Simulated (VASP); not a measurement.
A run of VASP 6.6.1:

Contents of INCAR:

```
PREC = Accurate
ENCUT = 520
EDIFF = 1E-6
ISMEAR = -1
SIGMA = 0.1
LREAL = F
LASPH = T
NELM = 100
ALGO = Normal
ISIF = 2
LWAVE = F
LCHARG = F
GGA = RE
NBANDS = 13
```

Contents of KPOINTS:

```
regular mesh
0
Gamma
  13 13 13
```

File POSCAR:

```
W
1.0
    2.6108064123      0.0000000000      0.0000000000
    0.0000000000      2.6108064123      0.0000000000
    0.0000000000      0.0000000000      2.6108064123
W
1
Direct
    0.0000000000      0.0000000000      0.0000000000
```

Potentials or basis: VASP PAW PBE potentials, release 64 (W_sv).

The run is started by

```console
$ cat potpaw_PBE.64/W_sv/POTCAR > POTCAR
$ mpirun -np 1 vasp_std > vasp.out
```

Hardware: 1 thread of Intel Xeon 8259CL, on a shared host.

**Question.** Estimate the wall time of this run.

**Answer.** Wall time 18 s on 1 thread of Intel Xeon 8259CL, with other jobs on the host, peak memory 0.13 GiB. Counts: scf iterations 11, k points 84.
